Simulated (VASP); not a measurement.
Set up this calculation in VASP 6.6.1, as the native input.

```yaml
Task: single point
Functional: PBEsol
Potentials_or_basis: VASP PAW PBE potentials, release 64 (Ru_pv)
Cutoff: 520 eV
k_mesh: 15 × 15 × 1
Occupations: fermi-dirac, width 0.05 eV
Spin: no spin polarisation
Dipole_correction: yes
Further_INCAR_settings: ALGO = Normal; EDIFF = 1e-07; NBANDS = 43
```

The structure of Ru lies in POSCAR:

```
Ru
1.0
    2.6901084707      0.0000000000      0.0000000000
   -1.3450542353      2.3297022745      0.0000000000
    0.0000000000      0.0000000000     24.4996000000
Ru
5
Direct
    0.0000000000      0.0000000000      0.3290002204
    0.3333333333      0.6666666667      0.4126361497
    0.0000000000      0.0000000000      0.4999999991
    0.3333333333      0.6666666667      0.5873638504
    0.0000000000      0.0000000000      0.6709997802
```

The input as run:

INCAR

```
PREC     = Accurate       # precision mode
ENCUT    = 520            # plane-wave cutoff, eV
EDIFF    = 1E-7           # SCF threshold, eV
ISMEAR   = -1             # smearing method
SIGMA    = 0.05           # smearing width, eV
LREAL    = F              # projectors in reciprocal space
LASPH    = T              # aspherical terms in the spheres
NELM     = 60             # most SCF steps
ALGO     = Normal         # electronic algorithm
ISIF     = 2              # what is computed and relaxed
LWAVE    = F              # write WAVECAR
LCHARG   = F              # write CHGCAR
LDIPOL   = T            
IDIPOL   = 3            
DIPOL    = 0.5 0.5 0.500
GGA      = PS             # functional
NBANDS   = 43             # bands
```

KPOINTS

```
Automatic mesh
0
Gamma
  15 15 1
```

Potentials or basis: VASP PAW PBE potentials, release 64 (Ru_pv).

Command:

```bash
$ cat potpaw_PBE.64/Ru_pv/POTCAR > POTCAR
$ mpirun -np 1 vasp_std > vasp.out
```

Results of the run:

The largest force is 0.015 eV/Å and the band gap on the k mesh is zero (bands 35 and 36 overlap by 2.49 eV).

Caveat: the PAW data sets were made with another functional, which shifts forces and pressure a little.

Run time: 2.9 min on 1 thread of Intel(R) Xeon(R) 6975P-C (Granite Rapids) (shared host), peak memory 0.33 GiB.
